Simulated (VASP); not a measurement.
Crystal: Al.

```xyz
1
Lattice="2.6174 0.0000 0.0000 0.0000 2.6174 0.0000 0.0000 0.0000 2.6174" Properties=species:S:1:pos:R:3 pbc="T T T"
Al    0.0000    0.0000    0.0000
```

* Program: VASP 6.6.1
* Task: relaxation of cell and atoms
* Functional: revPBE
* Potentials or basis: VASP PAW PBE potentials, release 64 (Al)
* Cutoff: 600 eV
* k mesh: 12 × 12 × 12
* Occupations: fermi-dirac, width 0.1 eV
* Spin: no spin polarisation

At the start: pressure 9.5 GPa; volume 17.93 Å³/atom.

Question: Where does the relaxation end?

Answer: Over 3 steps the energy falls by 65.9 meV/atom and the volume is 20.41 Å³/atom (+13.8 %); space group Pm-3m (No. 221, to 0.05 Å).

Step by step:
```csv
step,energy change (eV),largest force (eV/Å),pressure (GPa),volume (Å³)
1,0.0000,0.0000,9.51,17.93
2,-0.0646,0.0000,-1.03,20.84
3,-0.0659,0.0000,0.05,20.41
```

Final structure:
```
CELL_PARAMETERS angstrom
2.73300 0.00000 0.00000
0.00000 2.73300 0.00000
0.00000 0.00000 2.73300
ATOMIC_POSITIONS crystal
Al 0.00000 0.00000 0.00000
```

Caveat: the PAW data sets were made with another functional, which shifts forces and pressure a little.
